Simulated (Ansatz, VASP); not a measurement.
**Two plane-wave programs on GaSb3**

```xyz
4
Lattice="0.0000 3.5858 3.5858 3.5858 0.0000 3.5858 3.5858 3.5858 0.0000" Properties=species:S:1:pos:R:3 pbc="T T T"
Ga   -0.4560    0.0000    0.0000
Sb    1.8758    1.7929    1.7929
Sb    5.4616    5.3787    5.3787
Sb    3.6811    3.5858    3.5858
```

Change from the starting cell: mode 4 frozen in at +0.000 Å and mode 7 at -0.456 Å (largest displacements).

Alike in both runs: task single point; functional PBEsol; dispersion D3(BJ); k mesh 10 × 10 × 10; occupations gaussian, width 0.15 eV; no spin polarisation.

|  | VASP | Ansatz |
| --- | --- | --- |
| version | VASP 6.6.1 | Ansatz 0.2.0 |
| potentials or method | VASP PAW PBE potentials, release 64 (Ga_d, Sb), cutoff 520 eV | scalar-relativistic, plane waves, PAW |
| valence electrons in the cell | 28 | 58 |

Ansatz gave:

```
gap on the k mesh at the Fermi level (eV)                     : none
pressure (GPa)                                                : 2.7
traceless stress, the component that is largest in VASP (GPa) : -0.57
rms of the force components (eV/Å)                            : 0.410
```

**Question.** What did VASP give for the same quantities?

**Answer.** gap on the k mesh at the Fermi level (eV): none; pressure (GPa): 2.8; traceless stress, the component that is largest in VASP (GPa): -0.57; rms of the force components (eV/Å): 0.414.

VASP's potentials were made for PBE, not for PBEsol, and Ansatz warns of the same on its side. Atom by atom the forces differ by 0.005 eV/Å (rms over components). A gap of «none» marks a metal or a gap that the smearing closes. VASP's potentials hold 28 valence electrons a cell and Ansatz's 58, so a difference there can come from the potentials and not from the codes.

Neither program's run includes spin-orbit coupling.
